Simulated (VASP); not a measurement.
Set up this calculation in VASP 6.6.1, as the native input.

```
Task                   : single point
Functional             : LDA
Potentials or basis    : VASP PAW LDA potentials, release 64 (La, Hg)
Cutoff                 : 520 eV
k mesh                 : 9 × 9 × 9
Occupations            : fermi-dirac, width 0.05 eV
Spin                   : no spin polarisation
Dipole correction      : no
Further INCAR settings : ALGO = Normal; EDIFF = 1e-06; NBANDS = 18
```

The structure of LaHg lies in POSCAR:

```
LaHg
1.0
    3.1658573896      0.0000000000      0.0000000000
    0.0000000000      3.1658573896      0.0000000000
    0.0000000000      0.0000000000      3.1658573896
La Hg
1 1
Direct
    0.5000000000      0.5000000000      0.5000000000
    0.0000000000      0.0000000000      0.0000000000
```

This cell differs from its parent crystal: volume scaled by 0.55.

The input as run:

INCAR

```
PREC = Accurate
ENCUT = 520
EDIFF = 1E-6
ISMEAR = -1
SIGMA = 0.05
LREAL = False
LASPH = True
NELM = 80
ALGO = Normal
ISIF = 2
LWAVE = False
LCHARG = False
GGA = CA
NBANDS = 18
```

KPOINTS

```
Automatic mesh
0
Gamma
  9 9 9
```

Potentials or basis: VASP PAW LDA potentials, release 64 (La, Hg).

Launch:

```bash
$ cat potpaw_LDA.64/La/POTCAR potpaw_LDA.64/Hg/POTCAR > POTCAR
$ mpirun -np 1 vasp_std > vasp.out
```

It gave:

```yaml
Pressure: 119.2 GPa
```

It took 9.3 s on 1 thread of Intel(R) Xeon(R) Platinum 8488C (Sapphire Rapids), on a shared host, peak memory 0.15 GiB.
